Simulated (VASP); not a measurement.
# CoSi2 (R-3m) in VASP: a series of runs

Runs on CoSi2. Level: PBE. Tasks: single point.

Program: VASP 6.6.1. These are calculated values, not measurements. Logs are shortened: lines on timing, memory, paths and dates and some standing lists are left out, and cuts for length are marked.

## (1) The cell of the first run

Symmetry: R-3m, No. 166, trigonal system. Conventional cell: a = 3.790 Å, b = 3.790 Å, c = 9.284 Å, α = 90.00°, β = 90.00°, γ = 120.00°. Within 3.0 Å of Co (site symmetry -3m) lie 8 Si at 2.28 to 2.47 Å. Within 3.0 Å of Si (site symmetry 3m) lie 4 Co at 2.28 to 2.47 Å and 6 Si at 2.52 to 2.86 Å.

## (2) Single point, PBE (mode 4 (324.9 1/cm) frozen in, largest displacement -0.150 Å)

File INCAR:

```
  PREC = Accurate
  ENCUT = 520
  EDIFF = 1E-6
  ISMEAR = 0
  SIGMA = 0.15
  LREAL = False
  LASPH = True
  NELM = 100
  ALGO = Normal
  ISIF = 2
  LWAVE = False
  LCHARG = True
  GGA = PE
  LELF = True
  LVHAR = True
  NBANDS = 16
```

File KPOINTS:

```
Automatic mesh
0
Gamma
  16 16 16
```

File POSCAR:

```
CoSi2
1.0
    0.0000000000      2.6799390597      2.6799390597
    2.6799390597      0.0000000000      2.6799390597
    2.6799390597      2.6799390597      0.0000000000
Co Si
1 2
Direct
    0.0000000000      0.0000000000      0.0000000000
    0.2661575578      0.2661575578      0.2661575578
    0.7338424422      0.7338424422      0.7338424422
```

Potentials or basis: VASP PAW PBE potentials, release 64 (Co, Si).

Run with:

```bash
$ cat potpaw_PBE.64/Co/POTCAR potpaw_PBE.64/Si/POTCAR > POTCAR
$ mpirun -np 1 vasp_std > vasp.out
```

OUTCAR:

```text
PREC = Accurate
   ENCUT = 520
   EDIFF = 1E-6
   ISMEAR = 0
   LREAL = False
   LASPH = True
   NELM = 100
   ISIF = 2
   GGA = PE

 ion  position               nearest neighbor table
   1  0.000  0.000  0.000-   3 2.28   3 2.28   3 2.28   2 2.28   2 2.28   2 2.28   3 2.47   2 2.47

   2  0.266  0.266  0.266-   1 2.28   1 2.28   1 2.28   1 2.47   3 2.52   3 2.52   3 2.52   3 2.86
                             3 2.86   3 2.86
   3  0.734  0.734  0.734-   1 2.28   1 2.28   1 2.28   1 2.47   2 2.52   2 2.52   2 2.52   2 2.86
                             2 2.86   2 2.86

  LATTYP: Found a face centered cubic cell.
 ALAT       =     5.3598781194

  Lattice vectors:

 A1 = (   0.0000000000,   2.6799390597,   2.6799390597)
 A2 = (   2.6799390597,   0.0000000000,   2.6799390597)
 A3 = (   2.6799390597,   2.6799390597,   0.0000000000)

Analysis of symmetry for initial positions (statically):
=====================================================================
 Subroutine PRICEL returns:
 Original cell was already a primitive cell.

 Routine SETGRP: Setting up the symmetry group for a
 face centered cubic supercell.

 Subroutine GETGRP returns: Found 12 space group operations
 (whereof 12 operations were pure point group operations)
 out of a pool of 48 trial point group operations.

The static configuration has the point symmetry D_3d.

Analysis of symmetry for dynamics (positions and initial velocities):
=====================================================================
 Subroutine PRICEL returns:
 Original cell was already a primitive cell.

 Routine SETGRP: Setting up the symmetry group for a
 face centered cubic supercell.

 Subroutine GETGRP returns: Found 12 space group operations
 (whereof 12 operations were pure point group operations)
 out of a pool of 48 trial point group operations.

The dynamic configuration has the point symmetry D_3d.

 Subroutine INISYM returns: Found 12 space group operations
 (whereof 12 operations are pure point group operations),
 and found     1 'primitive' translations

----------------------------------------------------------------------------------------

                                     Primitive cell

  volume of cell :      38.4950

  direct lattice vectors                    reciprocal lattice vectors
     0.000000000  2.679939060  2.679939060    -0.186571407  0.186571407  0.186571407
     2.679939060  0.000000000  2.679939060     0.186571407 -0.186571407  0.186571407
     2.679939060  2.679939060  0.000000000     0.186571407  0.186571407 -0.186571407

  length of vectors
     3.790006165  3.790006165  3.790006165     0.323151155  0.323151155  0.323151155

  position of ions in fractional coordinates (direct lattice)
     0.000000000  0.000000000  0.000000000
     0.266157558  0.266157558  0.266157558
     0.733842442  0.733842442  0.733842442

  ion indices of the primitive-cell ions
   primitive index   ion index
                 1           1
                 2           2
                 3           3

----------------------------------------------------------------------------------------

 KPOINTS: Automatic mesh

Automatic generation of k-mesh.
 Grid dimensions read from file:
 generate k-points for:   16   16   16

 Generating k-lattice:

  Cartesian coordinates                     Fractional coordinates (reciprocal lattice)
    -0.011660713  0.011660713  0.011660713     0.062500000  0.000000000  0.000000000
     0.011660713 -0.011660713  0.011660713     0.000000000  0.062500000  0.000000000
     0.011660713  0.011660713 -0.011660713     0.000000000  0.000000000  0.062500000

  Length of vectors
     0.020196947  0.020196947  0.020196947

  Shift w.r.t. Gamma in fractional coordinates (k-lattice)
     0.000000000  0.000000000  0.000000000

 Subroutine IBZKPT returns following result:
 ===========================================

 Found    417 irreducible k-points:

 Following reciprocal coordinates:
            Coordinates               Weight
  0.000000  0.000000  0.000000      1.000000
  0.062500  0.000000  0.000000      6.000000
  0.062500  0.062500  0.062500      2.000000
  0.125000  0.000000  0.000000      6.000000
  0.125000  0.125000  0.125000      2.000000
  0.187500  0.000000  0.000000      6.000000
[... 16 lines left out ...]
  0.062500  0.062500 -0.125000      6.000000
  0.187500  0.125000  0.187500      6.000000
 [... further k-points ...]
   k-points           NKPTS =    417   k-points in BZ     NKDIM =    417   number of bands    NBANDS=     16
   number of dos      NEDOS =    301   number of ions     NIONS =      3
   total plane-waves  NPLWV =  21952
   dimension x,y,z NGX =    28 NGY =   28 NGZ =   28
   dimension x,y,z NGXF=    56 NGYF=   56 NGZF=   56
   ions per type =               1   2
   NGX,Y,Z   is equivalent  to a cutoff of  12.28, 12.28, 12.28 a.u.
   NGXF,Y,Z  is equivalent  to a cutoff of  24.56, 24.56, 24.56 a.u.
 SYSTEM =  unknown system
   PREC   = accura    normal or accurate (medium, high low for compatibility)
   ISTART =      0    job   : 0-new  1-cont  2-samecut
   ICHARG =      2    charge: 1-file 2-atom 10-const
   ISPIN  =      1    spin polarized calculation?
   LNONCOLLINEAR =      F non collinear calculations
   LSORBIT =      F    spin-orbit coupling
   LASPH  =      T    aspherical Exc in radial PAW
   ENCUT  =  520.0 eV  38.22 Ry    6.18 a.u.   7.05  7.05  7.05*2*pi/ulx,y,z
   NELM   =    100;   NELMIN=  2; NELMDL= -5     # of ELM steps
   EDIFF  = 0.1E-05   stopping-criterion for ELM
   LREAL  =      F    real-space projection
   EDIFFG = 0.1E-04   stopping-criterion for IOM
   NSW    =      0    number of steps for IOM
   IBRION =     -1    ionic relax: 0-MD 1-quasi-New 2-CG
   NFREE  =      0    steps in history (QN), initial steepest desc. (CG)
   ISIF   =      2    stress and relaxation
   ISYM   =      2    0-nonsym 1-usesym 2-fastsym
   POTIM  = 0.5000    time-step for ionic-motion
   TEBEG  =    0.0;   TEEND  =   0.0 temperature during run
   PSTRESS=    0.0 pullay stress
   NELECT =      17.0000    total number of electrons
   NUPDOWN=      -1.0000    fix difference up-down
   EMIN   =  10.00;   EMAX   =-10.00  energy-range for DOS
   EFERMI =   0.00;   METHOD = LEGACY
   ISMEAR =     0;   SIGMA  =   0.15  broadening in eV -4-tet -1-fermi 0-gaus
   EFERMI_NEDOS =   21; number of points for ismear=-14 and -15
   IALGO  =     38    algorithm
   IMIX   =      4    mixing-type and parameters
     AMIX     =   0.40;   BMIX     =  1.00
     AMIX_MAG =   1.60;   BMIX_MAG =  1.00
  volume/ion in A,a.u.               =      12.83        86.59
  Fermi-wavevector in a.u.,A,eV,Ry     =   1.246684  2.355890 21.146444  1.554220
  Thomas-Fermi vector in A             =   2.380850
   LORBIT       =      0    0 simple, 1 ext, 2 COOP (PROOUT), +10 PAW based schemes
   GGA     = PE    functional components
   LHFCALC =     F    Hartree Fock is set to
   AEXX    =    0.0000 exact exchange contribution
   IVDW    =     0    specifies the selected vdW correction
   LEPSILON=     F    determine dielectric tensor
   LRPA    =     F    only Hartree local field effects (RPA)
 non-spin polarized calculation
 Gauss-broadening in eV      SIGMA  =   0.15
  energy-cutoff  :      520.00
  volume of cell :       38.50
 maximum number of plane-waves:      1056
   NGX = 15   NGY = 15   NGZ = 15

 number of electron      16.9999994 magnetization

 Free energy of the ion-electron system (eV)
  ---------------------------------------------------
  ext. energy  EPLUGINS =         0.00000000
  ---------------------------------------------------
  free energy    TOTEN  =       -19.07797738 eV

  energy without entropy =      -19.06516075  energy(sigma->0) =      -19.07156907

 E-fermi :  10.1242     XC(G=0): -11.7247

 val. band max:       10.1199799619   @ k =   0.1875   0.1250  -0.0625
 cond. band min:      10.1262876936   @ k =   0.2500   0.1875  -0.1875
 fundamental gap:      0.0063077317
 Fermi energy:        10.1242346751

 k-point     1 :       0.0000    0.0000    0.0000
  band No.  band energies     occupation
      1      -3.1176      2.00000
      2       5.7942      2.00000
      3       5.7942      2.00000
      4       6.2905      2.00000
      5       8.1992      2.00000
      6       8.1992      2.00000
[... 8 lines left out ...]
     15      16.2395      0.00000
     16      16.2395      0.00000

 k-point     2 :       0.0625    0.0000    0.0000
  band No.  band energies     occupation
      1      -3.0580      2.00000
      2       5.6634      2.00000
      3       5.8246      2.00000
      4       6.2944      2.00000
      5       8.1747      2.00000
      6       8.1774      2.00000
[... 8 lines left out ...]
     15      16.0241      0.00000
     16      16.1328      0.00000

 k-point     3 :       0.0625    0.0625    0.0625
  band No.  band energies     occupation
      1      -3.0616      2.00000
      2       5.8043      2.00000
      3       5.8043      2.00000
      4       6.1249      2.00000
      5       8.1916      2.00000
      6       8.1916      2.00000
[... 8 lines left out ...]
     15      16.0916      0.00000
     16      16.0916      0.00000

 k-point     4 :       0.1250    0.0000    0.0000
  band No.  band energies     occupation
      1      -2.8797      2.00000
      2       5.2789      2.00000
      3       5.9144      2.00000
      4       6.3221      2.00000
      5       8.1171      2.00000
      6       8.1177      2.00000
[... 8 lines left out ...]
     15      15.6940      0.00000
     16      16.0522      0.00000

 k-point     5 :       0.1250    0.1250    0.1250
  band No.  band energies     occupation
      1      -2.8945      2.00000
      2       5.6729      2.00000
      3       5.8323      2.00000
      4       5.8323      2.00000
      5       8.1755      2.00000
      6       8.1755      2.00000
[... 8 lines left out ...]
     15      15.9839      0.00000
     16      16.4725      0.00000

 k-point     6 :       0.1875    0.0000    0.0000
  band No.  band energies     occupation
      1      -2.5846      2.00000
      2       4.6872      2.00000
      3       6.0595      2.00000
      4       6.3704      2.00000
      5       8.0360      2.00000
      6       8.0639      2.00000
[... 8 lines left out ...]
     15      16.0078      0.00000
     16      16.6192      0.00000

 k-point     7 :       0.1875    0.1875    0.1875
  band No.  band energies     occupation
      1      -2.6198      2.00000
      2       5.0215      2.00000
      3       5.8715      2.00000
      4       5.8715      2.00000
      5       8.1681      2.00000
      6       8.1681      2.00000
[... 8 lines left out ...]
     15      16.2715      0.00000
     16      17.1059      0.00000

 k-point     8 :       0.2500    0.0000    0.0000
  band No.  band energies     occupation
      1      -2.1757      2.00000
      2       3.9450      2.00000
      3       6.2506      2.00000
      4       6.4162      2.00000
      5       7.9560      2.00000
      6       8.0562      2.00000
[... 8 lines left out ...]
     15      16.7419      0.00000
     16      17.4850      0.00000

 k-point     9 :       0.2500    0.2500    0.2500
  band No.  band energies     occupation
      1      -2.2442      2.00000
      2       4.2479      2.00000
      3       5.9124      2.00000
      4       5.9124      2.00000
      5       8.1911      2.00000
      6       8.1911      2.00000
[... 8 lines left out ...]
     15      16.9001      0.00000
     16      17.8339      0.00000
[... 172 lines left out ...]
 k-point    19 :       0.1250    0.0625    0.0000
  band No.  band energies     occupation
      1      -2.9018      2.00000
      2       5.4183      2.00000
      3       5.8674      2.00000
      4       6.2371      2.00000
      5       8.0342      2.00000
      6       8.2178      2.00000
[... 8 lines left out ...]
     15      15.8721      0.00000
     16      16.4388      0.00000

 k-point    20 :       0.0625    0.0625   -0.0625
  band No.  band energies     occupation
      1      -2.8983      2.00000
      2       5.3675      2.00000
      3       5.8550      2.00000
      4       6.3492      2.00000
      5       8.0158      2.00000
      6       8.2042      2.00000
[... 8 lines left out ...]
     15      16.0248      0.00000
     16      16.1860      0.00000

 k-point    21 :       0.1250    0.0625    0.1250
  band No.  band energies     occupation
      1      -2.9091      2.00000
      2       5.6396      2.00000
      3       5.7968      2.00000
      4       5.9949      2.00000
      5       8.0678      2.00000
      6       8.2443      2.00000
[... 8 lines left out ...]
     15      16.4136      0.00000
     16      16.4330      0.00000

 k-point    22 :       0.1875    0.0625    0.0000
  band No.  band energies     occupation
      1      -2.6468      2.00000
      2       4.9031      2.00000
      3       5.9990      2.00000
      4       6.2686      2.00000
      5       7.9187      2.00000
      6       8.1980      2.00000
[... 8 lines left out ...]
     15      16.1913      0.00000
     16      16.8139      0.00000

 k-point    23 :       0.0625    0.0625   -0.1250
  band No.  band energies     occupation
      1      -2.6400      2.00000
      2       4.8551      2.00000
      3       5.9656      2.00000
      4       6.4401      2.00000
      5       7.8964      2.00000
      6       8.1630      2.00000
[... 8 lines left out ...]
     15      16.2310      0.00000
     16      16.5069      0.00000

 k-point    24 :       0.1875    0.1250    0.1875
  band No.  band energies     occupation
      1      -2.6699      2.00000
      2       5.2069      2.00000
      3       5.8122      2.00000
      4       5.9048      2.00000
      5       8.0172      2.00000
      6       8.2671      2.00000
[... 8 lines left out ...]
     15      16.6875      0.00000
     16      17.0635      0.00000

 [... further k-points ...]
[... 5 lines left out ...]
  --------------------------------------------------------------------------------------
  -------------------------------------------------------------------------------------
  Total        0.7170578      0.7170578      0.7170578     -1.3409852     -1.3409852     -1.3409852
  in kB       29.8442016     29.8442016     29.8442016    -55.8122863    -55.8122863    -55.8122863
  external PRESSURE =      29.8442016 kB  Pullay stress =       0.0000000 kB

 VOLUME and BASIS-vectors are now :
 -----------------------------------------------------------------------------
  energy-cutoff  :      520.00
  volume of cell :       38.50
      direct lattice vectors                 reciprocal lattice vectors
     0.000000000  2.679939060  2.679939060    -0.186571407  0.186571407  0.186571407
     2.679939060  0.000000000  2.679939060     0.186571407 -0.186571407  0.186571407
     2.679939060  2.679939060  0.000000000     0.186571407  0.186571407 -0.186571407

 POSITION                                       TOTAL-FORCE (eV/Angst)
 -----------------------------------------------------------------------------------
      0.00000      0.00000      0.00000         0.000000      0.000000     -0.000000
      1.42657      1.42657      1.42657        -0.806453     -0.806453     -0.806453
      3.93331      3.93331      3.93331         0.806453      0.806453      0.806453
 -----------------------------------------------------------------------------------
    total drift:                               -0.000000      0.000000      0.000000

  FREE ENERGIE OF THE ION-ELECTRON SYSTEM (eV)
  ---------------------------------------------------
  free  energy   TOTEN  =       -19.0779773807 eV

  energy  without entropy=      -19.0651607539  energy(sigma->0) =      -19.07156907
```

Run time: 3.8 min. Hardware: 1 thread of Intel Xeon Platinum 8259CL at 2.50GHz (Skylake/Cascade Lake), shared host; peak memory 0.36 GiB.

What came out:

```
Free energy   : -19.0780 eV
Pressure      : 3.0 GPa
Largest force : 1.397 eV/Å
```

Forces on the atoms (eV/Å):
```
Co   0.000  0.000  0.000
Si  -0.806 -0.806 -0.806
Si   0.806  0.806  0.806
```

Caveat: the cell differs from its parent crystal (mode 4 (324.9 1/cm) frozen in, largest displacement -0.150 Å); forces of over 1 eV/Å act on the atoms, so gaps and moduli don't describe the material at rest.

## (3) Single point, PBE (mode 4 (324.9 1/cm) frozen in, largest displacement +0.075 Å)

File INCAR:

```
SYSTEM = CoSi2
PREC     = Accurate       ! precision mode
ENCUT    = 520            ! plane-wave cutoff, eV
EDIFF    = 1E-6           ! SCF threshold, eV
ISMEAR   = 0              ! smearing method
SIGMA    = 0.15           ! smearing width, eV
LREAL    = .False.        ! projectors in reciprocal space
LASPH    = .True.         ! aspherical terms in the spheres
NELM     = 60             ! most SCF steps
ALGO     = Normal         ! electronic algorithm
ISIF     = 2              ! what is computed and relaxed
LWAVE    = .False.        ! write WAVECAR
LCHARG   = .False.        ! write CHGCAR
GGA      = PE             ! functional
NBANDS   = 16             ! bands
```

File KPOINTS:

```
regular mesh
0
Gamma
  16 16 16
  0 0 0
```

File POSCAR:

```
CoSi2
1.0
    0.0000000000      2.6799390597      2.6799390597
    2.6799390597      0.0000000000      2.6799390597
    2.6799390597      2.6799390597      0.0000000000
Co Si
1 2
Direct
    0.0000000000      0.0000000000      0.0000000000
    0.2419212211      0.2419212211      0.2419212211
    0.7580787789      0.7580787789      0.7580787789
```

Potentials or basis: VASP PAW PBE potentials, release 64 (Co, Si).

Run with:

```bash
$ cat potpaw_PBE.64/Co/POTCAR potpaw_PBE.64/Si/POTCAR > POTCAR
$ mpirun -np 1 vasp_std > vasp.out
```

Run time: 3.4 min. Hardware: 1 thread of Intel Xeon Platinum 8259CL at 2.50GHz (Skylake/Cascade Lake), shared host; peak memory 0.35 GiB.

It converged, with:

```
Free energy   : -19.2363 eV
Pressure      : 0.7 GPa
Largest force : 0.869 eV/Å
```

Forces in eV/Å, atoms in the order of the input:
```
Co   0.000  0.000  0.000
Si   0.502  0.502  0.502
Si  -0.502 -0.502 -0.502
```

Stress tensor (GPa, compression positive):
```
0.68 3.55 3.55
3.55 0.68 3.55
3.55 3.55 0.68
```

Levels at points of the mesh, in eV from the Fermi level:
| k point | band 7 | band 8 | band 9 | band 10 | band 11 | band 12 |
| --- | --- | --- | --- | --- | --- | --- |
| (0.00, 0.00, 0.00) | 0.72 | 2.97 | 3.34 | 3.34 | 3.46 | 3.57 |
| (0.50, 0.00, 0.00) | -1.54 | -0.77 | 0.01 | 2.56 | 3.11 | 3.63 |
| (0.50, 0.50, 0.50) | -1.70 | -0.77 | -0.77 | 2.95 | 3.49 | 3.49 |
| (0.50, 0.50, 0.00) | -1.90 | -1.77 | -1.33 | 1.55 | 2.90 | 8.57 |

Caveat: the cell differs from its parent crystal (mode 4 (324.9 1/cm) frozen in, largest displacement +0.075 Å).

(Continued in part 2 of 2.)
